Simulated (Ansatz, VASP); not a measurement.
## Mn: VASP beside Ansatz

```
CELL_PARAMETERS angstrom
0.00000 2.54010 2.54010
2.54010 0.00000 2.54010
2.54010 2.54010 0.00000
ATOMIC_POSITIONS crystal
Mn 0.12500 0.12500 0.12500
Mn 0.87500 0.87500 0.87500
```

Alike in both runs: task single point; functional PBE; k mesh 12 × 12 × 12; occupations fermi-dirac, width 0.05 eV; collinear spin.

|  | VASP | Ansatz |
| --- | --- | --- |
| version | VASP 6.6.1 | Ansatz 0.2.0 |
| potentials or method | VASP PAW PBE potentials, release 64 (Mn_pv), cutoff 520 eV | plane waves (420 eV) with PAW, scalar-relativistic |
| valence electrons in the cell | 26 | 30 |

VASP gave:

```
pressure (GPa)                                                : 2.4
net moment per atom (μB)                                      : 0.00
size of the moment on the site where the two differ most (μB) : 2.10
```

Q: Which values does Ansatz return?

A: Pressure (GPa): 1.9; net moment per atom (μB): 0.00; size of the moment on the site where the two differ most (μB): 1.93.

Site moments also hang on the region over which each program counts them. The functional is the same, so the differences come from potentials, cutoffs and numerics. VASP's potentials hold 26 valence electrons a cell and Ansatz's 30, so a difference there can come from the potentials and not from the codes.
